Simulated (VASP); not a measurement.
## Re: single point with r2SCAN

The system is Re.

```xyz
2
Lattice="2.7593 0.0000 0.0000 -1.3797 2.3897 0.0000 0.0000 0.0000 4.4593" Properties=species:S:1:pos:R:3 pbc="T T T"
Re    0.0000    1.5931    1.1148
Re    1.3797    0.7966    3.3444
```

```yaml
Program: VASP 6.6.1
Task: single point
Functional: r2SCAN
Potentials_or_basis: VASP PAW PBE potentials, release 64 (Re)
Cutoff: 520 eV
k_mesh: 20 × 20 × 12
Occupations: fermi-dirac, width 0.1 eV
Spin: no spin polarisation
```

```
Pressure               : 0.1 GPa
Band gap on the k mesh : zero (band 7 reaches 9.30 eV, above the bottom of band 8 at 5.94 eV)
```

Stress tensor (GPa, compression positive):
```
0.10 0.00 0.00
0.00 0.10 0.00
0.00 0.00 0.01
```

Levels at points of the mesh, in eV from the Fermi level:
```tsv
k point	band 3	band 4	band 5	band 6	band 7	band 8	band 9	band 10	band 11	band 12
(0.00, 0.00, 0.00)	-1.65	-1.62	-1.62	-0.76	-0.76	0.23	0.23	0.54	3.53	3.53
(0.50, 0.00, 0.00)	-5.49	-1.98	-1.87	-1.45	-0.64	4.13	4.55	4.67	6.28	7.37
(0.00, 0.00, 0.50)	-2.51	-2.51	-1.76	-1.76	-1.76	-1.76	2.67	2.67	2.67	2.67
(0.50, 0.00, 0.50)	-4.29	-4.29	0.44	0.44	0.91	0.91	4.45	4.45	4.95	4.95
```

It took 6.4 min on 1 thread of Intel(R) Xeon(R) Platinum 8259CL CPU @ 2.50GHz (Skylake/Cascade Lake), on a shared host, peak memory 0.25 GiB.

Caveat: the PAW data sets were made with another functional, which shifts forces and pressure a little; spin-orbit coupling is left out, which moves the levels of the heavy elements.
